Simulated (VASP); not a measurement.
Wanted: the native input for a VASP 6.6.1 run.

```
Task                   : relaxation of shape and atoms at fixed volume
Functional             : PBEsol
Potentials or basis    : VASP PAW PBE potentials, release 64 (Cu)
Cutoff                 : 600 eV
k mesh                 : 20 × 20 × 20
Occupations            : gaussian, width 0.1 eV
Spin                   : no spin polarisation
Dipole correction      : no
Further INCAR settings : ALGO = Fast; EDIFF = 1e-06; IBRION = 2; EDIFFG = -0.01; NSW = 50; ISIF = 4
```

The structure of Cu lies in POSCAR:

```
Cu
1.0
   -1.4946346987      1.4946346987      1.3984746647
    1.4946346987     -1.4946346987      1.3984746647
    1.4946346987      1.4946346987     -1.3984746647
Cu
1
Direct
    0.0000000000      0.0000000000      0.0000000000
```

These files were run (other wordings do the same):

INCAR

```
SYSTEM = Cu
PREC = Accurate
ENCUT = 600
EDIFF = 1E-6
ISMEAR = 0
SIGMA = 0.1
LREAL = .False.
LASPH = .True.
NELM = 80
ALGO = Fast
ISIF = 4
LWAVE = .False.
LCHARG = .False.
GGA = PS
IBRION = 2
NSW = 50
EDIFFG = -0.01
```

KPOINTS

```
regular mesh
0
Gamma
  20 20 20
  0 0 0
```

Potentials or basis: VASP PAW PBE potentials, release 64 (Cu).

Run with:

```console
$ cat potpaw_PBE.64/Cu/POTCAR > POTCAR
$ mpirun -np 1 vasp_std > vasp.out
```

Results of the run:

- Energy gained by relaxing: 0.1 meV/atom
- Ionic steps: 4
- Pressure after relaxing: -11.5 GPa
- Band gap on the k mesh: zero (an odd number of electrons rules out a gap without spin polarisation)

Caveat: the PAW data sets were made with another functional, which shifts forces and pressure a little.

Wall time 2.2 min on 1 thread of Intel(R) Xeon(R) Platinum 8559C (Emerald Rapids) (shared host), peak memory 0.21 GiB.
